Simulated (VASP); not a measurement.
Input of a VASP 6.6.1 run:

Contents of INCAR:

```
SYSTEM = Br
PREC = Accurate
ENCUT = 520
EDIFF = 1E-6
ISMEAR = -1
SIGMA = 0.05
LREAL = .FALSE.
LASPH = .TRUE.
NELM = 80
ALGO = Normal
ISIF = 2
LWAVE = .FALSE.
LCHARG = .FALSE.
GGA = PS
NBANDS = 22
```

KPOINTS

```
Automatic mesh
0
G
  8 8 4
  0 0 0
```

File POSCAR:

```
Br
1.0
    3.7347368631     -2.0809642945      0.0000000000
    3.7347368631      2.0809642945      0.0000000000
    0.0000000000      0.0000000000      8.9034039594
Br
4
Direct
    0.8475370174      0.1524629826      0.1200462650
    0.6524629826      0.3475370174      0.6200462650
    0.1524629826      0.8475370174      0.8799537350
    0.3475370174      0.6524629826      0.3799537350
```

Potentials or basis: VASP PAW PBE potentials, release 64 (Br).

Launch:

```console
$ cat potpaw_PBE.64/Br/POTCAR > POTCAR
$ mpirun -np 1 vasp_std > vasp.out
```

(1) What does it give for the band gap on the k mesh?

(2) What does it give for the largest force?

## Answers

(1) 0.94 eV (least direct gap 0.97 eV).

(2) 0.576 eV/Å.

Caveat: the PAW data sets were made with another functional, which shifts forces and pressure a little.
